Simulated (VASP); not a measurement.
# CdSe (I-4m2) in VASP: a series of runs

The runs below take CdSe through single point, with PBEsol.

Program: VASP 6.6.1. These are calculated values, not measurements. Logs are shortened: lines on timing, memory, paths and dates and some standing lists are left out, and cuts for length are marked.

### Step 1. The cell of the first run

Symmetry: I-4m2, No. 119, tetragonal system. Conventional cell: a = 4.344 Å, b = 4.344 Å, c = 5.993 Å, α = 90.00°, β = 90.00°, γ = 90.00°. Cd (site symmetry -4m2) has 4 Se at 2.64 Å within 3.5 Å. Within 3.5 Å of Se (site symmetry -4m2) lie 4 Cd at 2.64 Å.

### Step 2. Single point, PBEsol, non-collinear spin, zero start, spin-orbit coupling (film at in-plane strain +0.01)

The input, INCAR:

```
SYSTEM = CdSe
  PREC = Accurate
  ENCUT = 520
  EDIFF = 1E-6
  ISMEAR = -1
  SIGMA = 0.01
  LREAL = .FALSE.
  LASPH = .TRUE.
  NELM = 150
  ALGO = Normal
  ISIF = 2
  LWAVE = .FALSE.
  LCHARG = .FALSE.
  LNONCOLLINEAR = .TRUE.
  MAGMOM = 0 0 0 0 0 0
  LORBIT = 11
  LSORBIT = .TRUE.
  GGA_COMPAT = .FALSE.
  LORBMOM = .TRUE.
  GGA = PS
  NBANDS = 30
```

The input, KPOINTS:

```
Automatic mesh
0
G
  6 6 6
  0 0 0
```

The input, POSCAR:

```
CdSe
1.0
    3.0717275577      3.0717275577      0.0000000000
   -3.0717275577      3.0717275577      0.0000000000
    0.0000000000      3.0717275577      2.9963102374
Cd Se
1 1
Direct
    0.0000000000      0.0000000000      0.0000000000
    0.7500000000      0.2500000000      0.5000000000
```

Potentials or basis: VASP PAW PBE potentials, release 64 (Cd, Se).

On the command line:

```
$ cat potpaw_PBE.64/Cd/POTCAR potpaw_PBE.64/Se/POTCAR > POTCAR
$ mpirun -np 1 vasp_ncl > vasp.out
```

OUTCAR:

```text
SYSTEM = CdSe
   PREC = Accurate
   ENCUT = 520
   EDIFF = 1E-6
   ISMEAR = -1
   LREAL = .FALSE.
   LASPH = .TRUE.
   NELM = 150
   ISIF = 2
   LNONCOLLINEAR = .TRUE.
   LORBIT = 11
   LSORBIT = .TRUE.
   GGA = PS

 ion  position               nearest neighbor table
   1  0.000  0.000  0.000-   2 2.64   2 2.64   2 2.64   2 2.64
   2  0.750  0.250  0.500-   1 2.64   1 2.64   1 2.64   1 2.64

  LATTYP: Found a body centered tetragonal cell.
 ALAT       =     4.3440787720
 C/A-ratio  =     1.3794916688

  Lattice vectors:

 A1 = (   3.0717275577,   0.0000000000,  -2.9963102374)
 A2 = (  -3.0717275577,   0.0000000000,  -2.9963102374)
 A3 = (   0.0000000000,   3.0717275577,   2.9963102374)

Analysis of symmetry for initial positions (statically):
=====================================================================
 Subroutine PRICEL returns:
 Original cell was already a primitive cell.

 Routine SETGRP: Setting up the symmetry group for a
 body centered tetragonal supercell.

 Subroutine GETGRP returns: Found  8 space group operations
 (whereof  8 operations were pure point group operations)
 out of a pool of 16 trial point group operations.

The static configuration has the point symmetry D_2d.

Analysis of symmetry for dynamics (positions and initial velocities):
=====================================================================
 Subroutine PRICEL returns:
 Original cell was already a primitive cell.

 Routine SETGRP: Setting up the symmetry group for a
 body centered tetragonal supercell.

 Subroutine GETGRP returns: Found  8 space group operations
 (whereof  8 operations were pure point group operations)
 out of a pool of 16 trial point group operations.

The dynamic configuration has the point symmetry D_2d.

Analysis of structural, dynamic, and magnetic symmetry:
=====================================================================
 Subroutine PRICEL returns:
 Original cell was already a primitive cell.

 Routine SETGRP: Setting up the symmetry group for a
 body centered tetragonal supercell.

 Subroutine GETGRP returns: Found  8 space group operations
 (whereof  8 operations were pure point group operations)
 out of a pool of 16 trial point group operations.

The overall configuration has the point symmetry D_2d.

 Subroutine INISYM returns: Found  8 space group operations
 (whereof  8 operations are pure point group operations),
 and found     1 'primitive' translations

----------------------------------------------------------------------------------------

                                     Primitive cell

  volume of cell :      56.5434

  direct lattice vectors                    reciprocal lattice vectors
     3.071727558  3.071727558  0.000000000     0.162774852  0.162774852 -0.166871906
    -3.071727558  3.071727558  0.000000000    -0.162774852  0.162774852 -0.166871906
     0.000000000  3.071727558  2.996310237     0.000000000  0.000000000  0.333743812

  length of vectors
     4.344078772  4.344078772  4.291082058     0.284319430  0.284319430  0.333743812

  position of ions in fractional coordinates (direct lattice)
     0.000000000  0.000000000  0.000000000
     0.750000000  0.250000000  0.500000000

  ion indices of the primitive-cell ions
   primitive index   ion index
                 1           1
                 2           2

----------------------------------------------------------------------------------------

 KPOINTS: Automatic mesh

Automatic generation of k-mesh.
 Grid dimensions read from file:
 generate k-points for:    6    6    6

 Generating k-lattice:

  Cartesian coordinates                     Fractional coordinates (reciprocal lattice)
     0.027129142  0.027129142 -0.027811984     0.166666667  0.000000000 -0.000000000
    -0.027129142  0.027129142 -0.027811984     0.000000000  0.166666667 -0.000000000
     0.000000000  0.000000000  0.055623969     0.000000000  0.000000000  0.166666667

  Length of vectors
     0.047386572  0.047386572  0.055623969

  Shift w.r.t. Gamma in fractional coordinates (k-lattice)
     0.000000000  0.000000000  0.000000000

 Subroutine IBZKPT returns following result:
 ===========================================

 Found     41 irreducible k-points:

 Following reciprocal coordinates:
            Coordinates               Weight
  0.000000  0.000000  0.000000      1.000000
  0.166667  0.000000  0.000000      4.000000
 -0.166667  0.000000 -0.000000      4.000000
  0.333333  0.000000  0.000000      4.000000
 -0.333333  0.000000 -0.000000      4.000000
  0.500000  0.000000 -0.000000      4.000000
[... 16 lines left out ...]
  0.500000  0.000000 -0.166667      4.000000
 -0.333333  0.000000  0.166667      4.000000
 [... further k-points ...]
[... 27 lines left out ...]
   TEBEG  =    0.0;   TEEND  =   0.0 temperature during run
   PSTRESS=    0.0 pullay stress
   NELECT =      18.0000    total number of electrons
   NUPDOWN=      -1.0000    fix difference up-down
   EMIN   =  10.00;   EMAX   =-10.00  energy-range for DOS
   EFERMI =   0.00;   METHOD = LEGACY
   ISMEAR =    -1;   SIGMA  =   0.01  broadening in eV -4-tet -1-fermi 0-gaus
   EFERMI_NEDOS =   21; number of points for ismear=-14 and -15
   IALGO  =     38    algorithm
   IMIX   =      4    mixing-type and parameters
     AMIX     =   0.40;   BMIX     =  1.00
     AMIX_MAG =   1.60;   BMIX_MAG =  1.00
  volume/ion in A,a.u.               =      28.27       190.79
  Fermi-wavevector in a.u.,A,eV,Ry     =   1.117819  2.112372 17.000752  1.249520
  Thomas-Fermi vector in A             =   2.254445
   LORBIT       =     11    0 simple, 1 ext, 2 COOP (PROOUT), +10 PAW based schemes
   GGA     = PS    functional components
   LHFCALC =     F    Hartree Fock is set to
   AEXX    =    0.0000 exact exchange contribution
   IVDW    =     0    specifies the selected vdW correction
   LEPSILON=     F    determine dielectric tensor
   LRPA    =     F    only Hartree local field effects (RPA)
  energy-cutoff  :      520.00
  volume of cell :       56.54
 maximum number of plane-waves:      3088
   NGX = 17   NGY = 17   NGZ = 15

 number of electron      18.0000003 magnetization       0.0000000      0.0000000      0.0000000

 number of electron      18.0000003 magnetization      -0.0000000     -0.0000000      0.0000000

 number of electron      18.0000003 magnetization       0.0000000     -0.0000000      0.0000000

 Free energy of the ion-electron system (eV)
  ---------------------------------------------------
  ext. energy  EPLUGINS =         0.00000000
  ---------------------------------------------------
  free energy    TOTEN  =        -6.22080160 eV

  energy without entropy =       -6.22080160  energy(sigma->0) =       -6.22080160

 E-fermi :   1.0816     XC(G=0):  -9.0753

 val. band max:        0.9207022187   @ k =   0.0000   0.0000   0.0000
 cond. band min:       1.2435393348   @ k =   0.0000   0.0000   0.0000
 fundamental gap:      0.3228371161
 Fermi energy:         1.0816204859

 k-point     1 :       0.0000    0.0000    0.0000
  band No.  band energies     occupation
      1     -11.8182      1.00000
      2     -11.8182      1.00000
      3      -7.4077      1.00000
      4      -7.4077      1.00000
      5      -7.4036      1.00000
      6      -7.4036      1.00000
[... 781 lines left out ...]
     29      12.5504      0.00000
     30      12.5890      0.00000

 [... further k-points ...]

------------------------ aborting loop because EDIFF is reached ----------------------------------------

  FORCE on cell =-STRESS in cart. coord.  units (eV):
  Direction    XX          YY          ZZ          XY          YZ          ZX
  --------------------------------------------------------------------------------------
  -------------------------------------------------------------------------------------
  Total       -0.0376025     -0.0376025      0.1097010      0.0000000      0.0000000      0.0000000
  in kB       -1.0654792     -1.0654792      3.1084145      0.0000000      0.0000000      0.0000000
  external PRESSURE =       0.3258187 kB  Pullay stress =       0.0000000 kB

 VOLUME and BASIS-vectors are now :
 -----------------------------------------------------------------------------
  energy-cutoff  :      520.00
  volume of cell :       56.54
      direct lattice vectors                 reciprocal lattice vectors
     3.071727558  3.071727558  0.000000000     0.162774852  0.162774852 -0.166871906
    -3.071727558  3.071727558  0.000000000    -0.162774852  0.162774852 -0.166871906
     0.000000000  3.071727558  2.996310237     0.000000000  0.000000000  0.333743812

 POSITION                                       TOTAL-FORCE (eV/Angst)
 -----------------------------------------------------------------------------------
      0.00000      0.00000      0.00000        -0.000000      0.000000      0.000000
      1.53586      4.60759      1.49816         0.000000     -0.000000      0.000000
 -----------------------------------------------------------------------------------
    total drift:                               -0.000000     -0.000000      0.000000

  FREE ENERGIE OF THE ION-ELECTRON SYSTEM (eV)
  ---------------------------------------------------
  free  energy   TOTEN  =        -6.2208016017 eV

  energy  without entropy=       -6.2208016013  energy(sigma->0) =       -6.22080160

 orbital moment (x)

 # of ion     p       d       tot
 ----------------------------------------
  1         0.000   0.000   0.000
  2        -0.000   0.000  -0.000
 ----------------------------------------
           -0.000   0.000   0.000

 orbital moment (y)

 # of ion     p       d       tot
 ----------------------------------------
  1        -0.000   0.000   0.000
  2         0.000   0.000   0.000
 ----------------------------------------
           -0.000   0.000   0.000

 orbital moment (z)

 # of ion     p       d       tot
 ----------------------------------------
  1         0.000   0.000   0.000
  2         0.000   0.000   0.000
 ----------------------------------------
            0.000   0.000   0.000

 Spin-Orbit-Coupling matrix elements

 Ion:    1  E_soc:     -0.0586489
 l=   1
     0.0000000    -0.0027637    -0.0027775
    -0.0027637     0.0000000    -0.0027637
    -0.0027775    -0.0027637     0.0000000
 l=   2
     0.0000000    -0.0014226     0.0000000    -0.0014226    -0.0055831
    -0.0014226     0.0000000    -0.0041877    -0.0014222    -0.0013967
     0.0000000    -0.0041877     0.0000000    -0.0041877     0.0000000
    -0.0014226    -0.0014222    -0.0041877     0.0000000    -0.0013967
    -0.0055831    -0.0013967     0.0000000    -0.0013967     0.0000000
 l=   3
     0.0000000     0.0000000     0.0000000     0.0000000     0.0000000     0.0000000     0.0000000
     0.0000000     0.0000000     0.0000000     0.0000000     0.0000000     0.0000000     0.0000000
     0.0000000     0.0000000     0.0000000     0.0000000     0.0000000     0.0000000     0.0000000
     0.0000000     0.0000000     0.0000000     0.0000000     0.0000000     0.0000000     0.0000000
     0.0000000     0.0000000     0.0000000     0.0000000     0.0000000     0.0000000     0.0000000
     0.0000000     0.0000000     0.0000000     0.0000000     0.0000000     0.0000000     0.0000000
     0.0000000     0.0000000     0.0000000     0.0000000     0.0000000     0.0000000     0.0000000

 Ion:    2  E_soc:     -0.0401123
 l=   1
     0.0000000    -0.0066904    -0.0066528
    -0.0066904     0.0000000    -0.0066904
    -0.0066528    -0.0066904     0.0000000
 l=   2
     0.0000000    -0.0000035     0.0000000    -0.0000035    -0.0000040
    -0.0000035     0.0000000    -0.0000030    -0.0000035    -0.0000010
     0.0000000    -0.0000030     0.0000000    -0.0000030     0.0000000
    -0.0000035    -0.0000035    -0.0000030     0.0000000    -0.0000010
    -0.0000040    -0.0000010     0.0000000    -0.0000010     0.0000000
 l=   3
     0.0000000     0.0000000     0.0000000     0.0000000     0.0000000     0.0000000     0.0000000
     0.0000000     0.0000000     0.0000000     0.0000000     0.0000000     0.0000000     0.0000000
     0.0000000     0.0000000     0.0000000     0.0000000     0.0000000     0.0000000     0.0000000
     0.0000000     0.0000000     0.0000000     0.0000000     0.0000000     0.0000000     0.0000000
     0.0000000     0.0000000     0.0000000     0.0000000     0.0000000     0.0000000     0.0000000
     0.0000000     0.0000000     0.0000000     0.0000000     0.0000000     0.0000000     0.0000000
     0.0000000     0.0000000     0.0000000     0.0000000     0.0000000     0.0000000     0.0000000

 total charge

# of ion       s       p       d       tot
------------------------------------------
    1        0.447   0.316   9.550  10.313
    2        1.445   2.375   0.022   3.843
--------------------------------------------------
tot          1.893   2.691   9.572  14.156

 magnetization (x)

# of ion       s       p       d       tot
------------------------------------------
    1        0.000   0.000  -0.000   0.000
    2        0.000   0.000   0.000   0.000
--------------------------------------------------
tot          0.000   0.000  -0.000   0.000

 magnetization (y)

# of ion       s       p       d       tot
------------------------------------------
    1        0.000   0.000   0.000   0.000
    2        0.000   0.000   0.000   0.000
--------------------------------------------------
tot          0.000   0.000   0.000   0.000

 magnetization (z)

# of ion       s       p       d       tot
------------------------------------------
    1       -0.000  -0.000   0.000  -0.000
    2       -0.000   0.000  -0.000  -0.000
--------------------------------------------------
tot         -0.000  -0.000  -0.000  -0.000
```

It took 1.7 min on 1 thread of Intel Xeon Platinum 8259CL at 2.50GHz (Skylake/Cascade Lake), shared host; peak memory 0.36 GiB.

What came out:

| Property | Result |
| --- | --- |
| Free energy | -6.2208 eV |
| Pressure | 0.0 GPa |
| Net moment | 0.00 μB per cell |
| Valence electrons inside the program's atomic spheres | Cd 10.31; Se 3.84 |

Stress tensor (GPa, compression positive):
```
-0.11  0.00  0.00
 0.00 -0.11  0.00
 0.00  0.00  0.31
```

Moments on the atoms (μB; x, y, z):
```
Cd  0.00 0.00 0.00
Se  0.00 0.00 0.00
```

Caveat: the cell differs from its parent crystal (film at in-plane strain +0.01); the PAW data sets were made with another functional, which shifts forces and pressure a little.

### Step 3. Single point, PBEsol, non-collinear spin, zero start, spin-orbit coupling (film at in-plane strain -0.02)

The input, INCAR:

```
PREC     = Accurate       # precision mode
ENCUT    = 520            # plane-wave cutoff, eV
EDIFF    = 1E-6           # SCF threshold, eV
ISMEAR   = -1             # smearing method
SIGMA    = 0.01           # smearing width, eV
LREAL    = False          # projectors in reciprocal space
LASPH    = True           # aspherical terms in the spheres
NELM     = 150            # most SCF steps
ALGO     = Normal         # electronic algorithm
ISIF     = 2              # what is computed and relaxed
LWAVE    = False          # write WAVECAR
LCHARG   = True           # write CHGCAR
LNONCOLLINEAR= True           # non-collinear magnetism
MAGMOM   = 0 0 0 0 0 0    # initial moments
LORBIT   = 11             # projections on sites
LSORBIT  = True           # spin-orbit coupling
GGA_COMPAT= False        
LORBMOM  = True         
GGA      = PS             # functional
LVHAR    = True         
NBANDS   = 30             # bands
```

The input, KPOINTS:

```
regular mesh
0
Gamma
  6 6 6
```

The input, POSCAR:

```
CdSe
1.0
    2.9804881253      2.9804881253      0.0000000000
   -2.9804881253      2.9804881253      0.0000000000
    0.0000000000      2.9804881253      3.1269522898
Cd Se
1 1
Direct
    0.0000000000      0.0000000000      0.0000000000
    0.7500000000      0.2500000000      0.5000000000
```

Potentials or basis: VASP PAW PBE potentials, release 64 (Cd, Se).

On the command line:

```
$ cat potpaw_PBE.64/Cd/POTCAR potpaw_PBE.64/Se/POTCAR > POTCAR
$ mpirun -np 1 vasp_ncl > vasp.out
```

OUTCAR:

```text
PREC = Accurate
   ENCUT = 520
   EDIFF = 1E-6
   ISMEAR = -1
   LREAL = False
   LASPH = True
   NELM = 150
   ISIF = 2
   LNONCOLLINEAR = True
   LORBIT = 11
   LSORBIT = True
   GGA = PS

 ion  position               nearest neighbor table
   1  0.000  0.000  0.000-   2 2.62   2 2.62   2 2.62   2 2.62
   2  0.750  0.250  0.500-   1 2.62   1 2.62   1 2.62   1 2.62

  LATTYP: Found a body centered tetragonal cell.
 ALAT       =     4.2150467293
 C/A-ratio  =     1.4837094299

  Lattice vectors:

 A1 = (   2.9804881253,   0.0000000000,  -3.1269522898)
 A2 = (  -2.9804881253,   0.0000000000,  -3.1269522898)
 A3 = (   0.0000000000,   2.9804881253,   3.1269522898)

Analysis of symmetry for initial positions (statically):
=====================================================================
 Subroutine PRICEL returns:
 Original cell was already a primitive cell.

 Routine SETGRP: Setting up the symmetry group for a
 body centered tetragonal supercell.

[... 1057 lines left out ...]
     0.0000000     0.0000000     0.0000000     0.0000000     0.0000000     0.0000000     0.0000000
     0.0000000     0.0000000     0.0000000     0.0000000     0.0000000     0.0000000     0.0000000
     0.0000000     0.0000000     0.0000000     0.0000000     0.0000000     0.0000000     0.0000000
     0.0000000     0.0000000     0.0000000     0.0000000     0.0000000     0.0000000     0.0000000
     0.0000000     0.0000000     0.0000000     0.0000000     0.0000000     0.0000000     0.0000000
     0.0000000     0.0000000     0.0000000     0.0000000     0.0000000     0.0000000     0.0000000

 Ion:    2  E_soc:     -0.0399244
 l=   1
     0.0000000    -0.0066208    -0.0066970
    -0.0066208     0.0000000    -0.0066208
    -0.0066970    -0.0066208     0.0000000
 l=   2
     0.0000000    -0.0000036     0.0000000    -0.0000036    -0.0000042
    -0.0000036     0.0000000    -0.0000032    -0.0000037    -0.0000010
     0.0000000    -0.0000032     0.0000000    -0.0000032     0.0000000
    -0.0000036    -0.0000037    -0.0000032     0.0000000    -0.0000010
    -0.0000042    -0.0000010     0.0000000    -0.0000010     0.0000000
 l=   3
     0.0000000     0.0000000     0.0000000     0.0000000     0.0000000     0.0000000     0.0000000
     0.0000000     0.0000000     0.0000000     0.0000000     0.0000000     0.0000000     0.0000000
     0.0000000     0.0000000     0.0000000     0.0000000     0.0000000     0.0000000     0.0000000
     0.0000000     0.0000000     0.0000000     0.0000000     0.0000000     0.0000000     0.0000000
     0.0000000     0.0000000     0.0000000     0.0000000     0.0000000     0.0000000     0.0000000
     0.0000000     0.0000000     0.0000000     0.0000000     0.0000000     0.0000000     0.0000000
     0.0000000     0.0000000     0.0000000     0.0000000     0.0000000     0.0000000     0.0000000

 total charge

# of ion       s       p       d       tot
------------------------------------------
    1        0.450   0.325   9.550  10.326
    2        1.445   2.384   0.024   3.852
--------------------------------------------------
tot          1.895   2.709   9.574  14.178

 magnetization (x)

# of ion       s       p       d       tot
------------------------------------------
    1        0.000   0.000   0.000   0.000
    2       -0.000   0.000   0.000  -0.000
--------------------------------------------------
tot         -0.000   0.000   0.000  -0.000

 magnetization (y)

# of ion       s       p       d       tot
------------------------------------------
    1        0.000   0.000   0.000   0.000
    2        0.000   0.000   0.000   0.000
--------------------------------------------------
tot          0.000   0.000   0.000   0.000

 magnetization (z)

# of ion       s       p       d       tot
------------------------------------------
    1       -0.000   0.000   0.000  -0.000
    2        0.000  -0.000  -0.000  -0.000
--------------------------------------------------
tot         -0.000   0.000  -0.000  -0.000
```

It took 63 s on 1 thread of Intel Xeon 6975P-C (Granite Rapids), shared host; peak memory 0.36 GiB.

Results:

```
Free energy                                           : -6.2140 eV
Pressure                                              : 0.9 GPa
Net moment                                            : 0.00 μB per cell
Valence electrons inside the program's atomic spheres : Cd 10.33; Se 3.85
```

Stress tensor (GPa, compression positive):
```
1.25 0.00 0.00
0.00 1.25 0.00
0.00 0.00 0.35
```

Moments on the atoms (μB; x, y, z):
```
Cd  0.00 0.00 0.00
Se  0.00 0.00 0.00
```

Caveat: the cell differs from its parent crystal (film at in-plane strain -0.02); the PAW data sets were made with another functional, which shifts forces and pressure a little.

(Part 1 of 2 ends here.)
